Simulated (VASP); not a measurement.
Set up this calculation in VASP 6.6.1, as the native input.

| Item | Value |
| --- | --- |
| Task | single point |
| Functional | PBE |
| Potentials or basis | VASP PAW PBE potentials, release 64 (La) |
| Cutoff | 500 eV |
| k mesh | 14 × 14 × 14 |
| Occupations | gaussian, width 0.05 eV |
| Spin | no spin polarisation |
| Dipole correction | no |
| Further INCAR settings | ALGO = Normal; EDIFF = 1e-06; NBANDS = 12 |

The structure of La lies in POSCAR:

```
La
1.0
    0.0000000000      2.6464745818      2.6464745818
    2.6464745818      0.0000000000      2.6464745818
    2.6464745818      2.6464745818      0.0000000000
La
1
Direct
    0.0000000000      0.0000000000      0.0000000000
```

This isn't the form of La at room conditions, which is double hcp.

One way to write it, as run:

INCAR

```
PREC     = Accurate       # precision mode
ENCUT    = 500            # plane-wave cutoff, eV
EDIFF    = 1E-6           # SCF threshold, eV
ISMEAR   = 0              # smearing method
SIGMA    = 0.05           # smearing width, eV
LREAL    = False          # projectors in reciprocal space
LASPH    = True           # aspherical terms in the spheres
NELM     = 200            # most SCF steps
ALGO     = Normal         # electronic algorithm
ISIF     = 2              # what is computed and relaxed
LWAVE    = False          # write WAVECAR
LCHARG   = False          # write CHGCAR
GGA      = PE             # functional
NBANDS   = 12             # bands
GGA_COMPAT= False        
LMAXMIX  = 6              # l up to which the mixer works
```

KPOINTS

```
Automatic mesh
0
Gamma
  14 14 14
```

Potentials or basis: VASP PAW PBE potentials, release 64 (La).

Command:

```console
$ cat potpaw_PBE.64/La/POTCAR > POTCAR
$ mpirun -np 1 vasp_std > vasp.out
```

Results of the run:

| Item | Value |
| --- | --- |
| Pressure | 0.1 GPa |
| Band gap on the k mesh | zero (an odd number of electrons rules out a gap without spin polarisation) |

Caveat: spin-orbit coupling is left out, which moves the levels of the heavy elements.

Wall time 2 min on 1 thread of Intel Xeon 8259CL (shared host), peak memory 0.2 GiB.
